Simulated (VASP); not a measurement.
# WC (Fm-3m) in VASP: further runs, part 2 of 2

VASP 6.6.1. The steps go on from the part before.

### 3 Single point, r2SCAN

This run uses another cell than the first one, of 11.60 Å³/atom, 1.023 times its volume.

Input file POSCAR:

```
WC
1.0
    0.0000000000      2.2634640927      2.2634640927
    2.2634640927      0.0000000000      2.2634640927
    2.2634640927      2.2634640927      0.0000000000
W C
1 1
Direct
    0.0000000000      0.0000000000      0.0000000000
    0.5000000000      0.5000000000      0.5000000000
```

Input file INCAR.step1:

```
ALGO = Normal
EDIFF = 1E-4
ENCUT = 520
GGA = PE
ISMEAR = -1
LASPH = True
LCHARG = False
LREAL = False
LWAVE = True
NBANDS = 16
NELM = 60
PREC = Accurate
SIGMA = 0.1
```

Input file INCAR.step2:

```
ALGO = Normal
EDIFF = 1E-6
ENCUT = 520
ISIF = 2
ISMEAR = -1
ISTART = 1
LASPH = True
LCHARG = True
LELF = True
LMIXTAU = True
LREAL = False
LVHAR = True
LWAVE = False
METAGGA = R2SCAN
NBANDS = 16
NELM = 60
PREC = Accurate
SIGMA = 0.1
```

Input file KPOINTS:

```
k-points
0
Gamma
  11 11 11
```

Potentials or basis: VASP PAW PBE potentials, release 64 (W_sv, C).

Launch:

```sh
> cat potpaw_PBE.64/W_sv/POTCAR potpaw_PBE.64/C/POTCAR > POTCAR
> cp INCAR.step1 INCAR
> mpirun -np 1 vasp_std > vasp.out
> cp INCAR.step2 INCAR
> mpirun -np 1 vasp_std > vasp.out
```

OUTCAR:

```text
EDIFF = 1E-6
   ENCUT = 520
   ISIF = 2
   ISMEAR = -1
   ISTART = 1
   LASPH = True
   LREAL = False
   METAGGA = R2SCAN
   NELM = 60
   PREC = Accurate

 ion  position               nearest neighbor table
   1  0.000  0.000  0.000-   2 2.26   2 2.26   2 2.26   2 2.26   2 2.26   2 2.26
   2  0.500  0.500  0.500-   1 2.26   1 2.26   1 2.26   1 2.26   1 2.26   1 2.26

  LATTYP: Found a face centered cubic cell.
 ALAT       =     4.5269281854

  Lattice vectors:

 A1 = (   0.0000000000,   2.2634640927,   2.2634640927)
 A2 = (   2.2634640927,   0.0000000000,   2.2634640927)
 A3 = (   2.2634640927,   2.2634640927,   0.0000000000)

Analysis of symmetry for initial positions (statically):
=====================================================================
 Subroutine PRICEL returns:
 Original cell was already a primitive cell.

 Routine SETGRP: Setting up the symmetry group for a
 face centered cubic supercell.

 Subroutine GETGRP returns: Found 48 space group operations
 (whereof 48 operations were pure point group operations)
 out of a pool of 48 trial point group operations.

The static configuration has the point symmetry O_h .
[... 154 lines left out ...]
  ext. energy  EPLUGINS =         0.00000000
  ---------------------------------------------------
  free energy    TOTEN  =       -60.38489787 eV

  energy without entropy =      -60.34070027  energy(sigma->0) =      -60.36279907

 E-fermi :  10.9951     XC(G=0): -14.2396

 val. band max:       10.9921817173   @ k =  -0.2727   0.4545   0.1818
 cond. band min:      11.0231906879   @ k =   0.4545   0.0909   0.0000
 fundamental gap:      0.0310089706
 Fermi energy:        10.9951479968

 k-point     1 :       0.0000    0.0000    0.0000
  band No.  band energies     occupation
      1     -66.5295      2.00000
      2     -29.8716      2.00000
      3     -29.8716      2.00000
      4     -29.8716      2.00000
      5      -4.8548      2.00000
      6       8.5017      2.00000
[... 433 lines left out ...]
      3     -29.9686      2.00000
      4     -29.8934      2.00000
      5      -2.9260      2.00000
      6       4.3646      2.00000
[... 8 lines left out ...]
     15      23.7908      0.00000
     16      24.2989      0.00000

 [... further k-points ...]
[... 5 lines left out ...]
  --------------------------------------------------------------------------------------
  -------------------------------------------------------------------------------------
  Total       -4.5768420     -4.5768420     -4.5768420      0.0000000     -0.0000000      0.0000000
  in kB     -316.1736544   -316.1736544   -316.1736544      0.0000000     -0.0000000      0.0000000
  external PRESSURE =    -316.1736544 kB  Pullay stress =       0.0000000 kB

 VOLUME and BASIS-vectors are now :
 -----------------------------------------------------------------------------
  energy-cutoff  :      520.00
  volume of cell :       23.19
      direct lattice vectors                 reciprocal lattice vectors
     0.000000000  2.263464093  2.263464093    -0.220900345  0.220900345  0.220900345
     2.263464093  0.000000000  2.263464093     0.220900345 -0.220900345  0.220900345
     2.263464093  2.263464093  0.000000000     0.220900345  0.220900345 -0.220900345

 POSITION                                       TOTAL-FORCE (eV/Angst)
 -----------------------------------------------------------------------------------
      0.00000      0.00000      0.00000         0.000000      0.000000      0.000000
      2.26346      2.26346      2.26346         0.000000      0.000000      0.000000
 -----------------------------------------------------------------------------------
    total drift:                                0.000000     -0.000000     -0.000000

  FREE ENERGIE OF THE ION-ELECTRON SYSTEM (eV)
  ---------------------------------------------------
  free  energy   TOTEN  =       -60.3848978712 eV

  energy  without entropy=      -60.3407002714  energy(sigma->0) =      -60.36279907
```

OUTCAR.step1:

```text
EDIFF = 1E-4
   ENCUT = 520
   GGA = PE
   ISMEAR = -1
   LASPH = True
[... 676 lines left out ...]
      0.00000      0.00000      0.00000        -0.000000      0.000000      0.000000
      2.26346      2.26346      2.26346         0.000000     -0.000000     -0.000000
 -----------------------------------------------------------------------------------
    total drift:                                0.000000     -0.000000     -0.000000

  FREE ENERGIE OF THE ION-ELECTRON SYSTEM (eV)
  ---------------------------------------------------
  free  energy   TOTEN  =       -21.3610625330 eV

  energy  without entropy=      -21.3151808937  energy(sigma->0) =      -21.33812171
```

Wall time 25 s (1 thread of Intel Xeon 6975P-C (Granite Rapids), shared host); peak memory 0.16 GiB.

Results:

```yaml
Free_energy: -60.3849 eV
Pressure: -31.6 GPa
Band_gap_on_the_k_mesh: zero (band 9 reaches 11.80 eV, above the bottom of band 10 at 9.03 eV)
```

Caveat: the PAW data sets were made with another functional, which shifts forces and pressure a little; spin-orbit coupling is left out, which moves the levels of the heavy elements.
